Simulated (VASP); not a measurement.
A run of VASP 6.6.1 is set up as follows.

INCAR

```
ALGO = Normal
EDIFF = 1E-6
ENCUT = 520
GGA = PE
GGA_COMPAT = False
ISIF = 2
ISMEAR = 0
LASPH = True
LCHARG = False
LORBIT = 11
LORBMOM = True
LREAL = False
LSORBIT = True
LWAVE = False
MAGMOM = 0 0 0 0 0 0
NBANDS = 28
NELM = 150
PREC = Accurate
SIGMA = 0.01
```

File KPOINTS:

```
k-points
0
Gamma
  6 6 6
```

The input POSCAR:

```
KI
1.0
    0.0000000000      3.5445661589      3.5445661589
    3.5445661589      0.0000000000      3.5445661589
    3.5445661589      3.5445661589      0.0000000000
K I
1 1
Direct
    0.0000000000      0.0000000000      0.0000000000
    0.5000000000      0.5000000000      0.5000000000
```

Potentials or basis: VASP PAW PBE potentials, release 64 (K_sv, I).

Command:

```bash
$ cat potpaw_PBE.64/K_sv/POTCAR potpaw_PBE.64/I/POTCAR > POTCAR
$ mpirun -np 1 vasp_ncl > vasp.out
```

(1) Estimate the pressure.

(2) Predict the net moment.

Answers

(1) 0.5 GPa.

(2) 0.00 μB per cell.
